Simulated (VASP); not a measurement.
Runs of VASP 6.6.1 on KF. The structure is that of space group Fm-3m (No. 225), or close to it. The cells are those of the table. 

```tsv
cell	gap on the mesh (eV)	pressure (GPa)
a = 3.792 Å, angles 60.0°, 2 atoms	6.11	1.0
a = 3.748 Å, angles 59.3°, 2 atoms	6.38	(b)
a = 3.750 Å, angles 60.0°, 2 atoms	6.29	2.3
a = 3.913 Å, angles 60.0°, 2 atoms	5.65	-1.6
a = 3.791 Å, angles 58.6°, 2 atoms	6.27	2.3
a = 3.751 Å, angles 60.7°, 2 atoms	6.19	1.6
a = 3.813 Å, angles 60.0°, 2 atoms	6.03	0.5
a = 3.834 Å, angles 57.9°, 2 atoms	(a)	1.6
```

Alike in all rows: task single point; level PBE; potentials or basis VASP PAW PBE potentials, release 64 (K_sv, F); no spin polarisation; k mesh 8 × 8 × 8; cutoff (eV) 520; smearing gaussian 0.05 eV.

Question: Fill in the values left out.

Answer: (a) 6.17; (b) 3.0.

A k mesh can miss the band edges.
